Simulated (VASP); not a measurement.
Wanted: the native input for a VASP 6.6.1 run.

| Property | Result |
| --- | --- |
| Task | relaxation of cell and atoms |
| Functional | PBE |
| Potentials or basis | VASP PAW PBE potentials, release 64 (Sc_sv, H) |
| Cutoff | 600 eV |
| k mesh | 12 × 12 × 6 |
| Occupations | gaussian, width 0.1 eV |
| Spin | no spin polarisation |
| Dipole correction | no |
| Further INCAR settings | ALGO = Normal; EDIFF = 1e-06; IBRION = 2; EDIFFG = -0.01; NSW = 100; ISIF = 3 |

The structure of Sc3H2 lies in POSCAR:

```
Sc3H2
1.0
    3.2351376253      0.0000000000      0.0000000000
   -1.6175688127      2.8017113683      0.0000000000
    0.0000000000      0.0000000000      7.9124353748
Sc H
3 2
Direct
    0.0000000000      0.0000000000      0.0000000000
    0.3333333333      0.6666666667      0.6690614750
    0.6666666667      0.3333333333      0.3309385250
    0.3333333333      0.6666666667      0.1581042989
    0.6666666667      0.3333333333      0.8418957011
```

These files were run (other wordings do the same):

INCAR

```
PREC = Accurate ; ENCUT = 600
EDIFF = 1E-6 ; ISMEAR = 0
SIGMA = 0.1 ; LREAL = F
LASPH = T ; NELM = 100
ALGO = Normal ; ISIF = 3
LWAVE = F ; LCHARG = F
GGA = PE ; IBRION = 2
NSW = 100 ; EDIFFG = -0.01
```

KPOINTS

```
Automatic mesh
0
Gamma
  12 12 6
```

Potentials or basis: VASP PAW PBE potentials, release 64 (Sc_sv, H).

Launch:

```sh
$ cat potpaw_PBE.64/Sc_sv/POTCAR potpaw_PBE.64/H/POTCAR > POTCAR
$ mpirun -np 1 vasp_std > vasp.out
```

Results of the run:

```
Relaxed volume                         : 14.40 Å³/atom
Relaxed cell                           : a = 3.244 Å, b = 3.244 Å, c = 7.903 Å, α = 90.00°, β = 90.00°, γ = 120.00°
Space group after relaxing (to 0.05 Å) : P-3m1 (No. 164)
Energy gained by relaxing              : 0.1 meV/atom
Ionic steps                            : 4
Pressure after relaxing                : 0.0 GPa
Largest force after relaxing           : 0.009 eV/Å
```

Run time: 14 min on 1 thread of Oxide Virtual Turin-like Processor, with other jobs on the host, peak memory 0.3 GiB.
